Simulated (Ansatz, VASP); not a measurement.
**Two plane-wave programs on Ga**

```
CELL_PARAMETERS angstrom
1.46198 -4.09860 0.00000
1.46198 4.09860 0.00000
0.00000 0.00000 3.19620
ATOMIC_POSITIONS crystal
Ga 0.86700 0.13300 0.25000
Ga 0.13300 0.86700 0.75000
```

Change from the starting cell: volume scaled by 1.025, PAW files.

Alike in both runs: task electric field gradients; functional LDA; k mesh 12 × 12 × 10; occupations fermi-dirac, width 0.08 eV; no spin polarisation.

|  | VASP | Ansatz |
| --- | --- | --- |
| version | VASP 6.6.1 | Ansatz 0.2.0 |
| potentials or method | VASP PAW LDA potentials, release 64 (Ga_d) | PAW with Ansatz's default frozen-core files, scalar-relativistic |
| plane-wave cutoff (eV) | 520 | 420 |
| valence electrons in the cell | 26 | 26 |

VASP gave:

| Quantity | Value |
| --- | --- |
| pressure (GPa) | -4.8 |
| traceless stress, the component that is largest in VASP (GPa) | -1.86 |
| rms of the force components (eV/Å) | 0.097 |
| size of Vzz on the site where it differs most (V/Å²) | 26.9 |

Task: What did Ansatz give for the same quantities?

Result: Pressure (GPa): -4.8; traceless stress, the component that is largest in VASP (GPa): -1.84; rms of the force components (eV/Å): 0.095; size of Vzz on the site where it differs most (V/Å²): 27.7.

LDA's correlation is that of Perdew and Zunger in VASP and of Perdew and Wang (1992) in Ansatz. Atom by atom the forces differ by 0.001 eV/Å (rms over components).
